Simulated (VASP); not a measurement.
Input of a VASP 6.6.1 run:

The input POSCAR:

```
Te2Mo
1.0
    3.5624185427      0.0000000000      0.0000000000
   -1.7812092714      3.0851449569      0.0000000000
    0.0000000000      0.0000000000     31.5632657400
Te Mo
6 3
Direct
    0.0000000000      0.0000000000      0.0567620800
    0.3333333333      0.6666666667      0.2889862200
    0.3333333333      0.6666666667      0.8244042500
    0.3333333333      0.6666666667      0.1755957500
    0.3333333333      0.6666666667      0.7110137800
    0.0000000000      0.0000000000      0.9432379200
    0.3333333333      0.6666666667      0.0000000000
    0.0000000000      0.0000000000      0.2323060100
    0.0000000000      0.0000000000      0.7676939900
```

INCAR.step1

```
SYSTEM = Te2Mo
PREC = Accurate
ENCUT = 520
ISMEAR = -1
SIGMA = 0.05
LREAL = .False.
LASPH = .True.
NELM = 60
NBANDS = 49
GGA = PE
ALGO = Normal
EDIFF = 1E-4
LWAVE = .True.
LCHARG = .False.
```

The input INCAR.step2:

```
SYSTEM = Te2Mo
PREC = Accurate
ENCUT = 520
EDIFF = 1E-6
ISMEAR = -1
SIGMA = 0.05
LREAL = .False.
LASPH = .True.
NELM = 60
ALGO = Normal
ISIF = 2
LWAVE = .False.
LCHARG = .True.
METAGGA = R2SCAN
LMIXTAU = .True.
LELF = .True.
LVHAR = .True.
NBANDS = 49
ISTART = 1
```

Contents of KPOINTS:

```
Automatic mesh
0
Gamma
  9 9 1
  0 0 0
```

Potentials or basis: VASP PAW PBE potentials, release 64 (Te, Mo_sv).

The run is started by

```console
$ cat potpaw_PBE.64/Te/POTCAR potpaw_PBE.64/Mo_sv/POTCAR > POTCAR
$ cp INCAR.step1 INCAR
$ mpirun -np 1 vasp_std > vasp.out
$ cp INCAR.step2 INCAR
$ mpirun -np 1 vasp_std > vasp.out
```

Q: Predict the band gap on the k mesh.

A: 1.08 eV.

Q: Predict the largest force.

A: 0.025 eV/Å.

Forces in eV/Å, atoms in the order of the input:
```
Te   0.000  0.000 -0.003
Te   0.000  0.000  0.017
Te   0.000  0.000  0.025
Te   0.000  0.000 -0.025
Te   0.000  0.000 -0.017
Te   0.000  0.000  0.003
Mo   0.000  0.000  0.000
Mo   0.000  0.000  0.015
Mo   0.000  0.000 -0.015
```

Caveat: there is no dipole correction, which matters where the two faces differ; the PAW data sets were made with another functional, which shifts forces and pressure a little; spin-orbit coupling is left out, which moves the levels of the heavy elements.
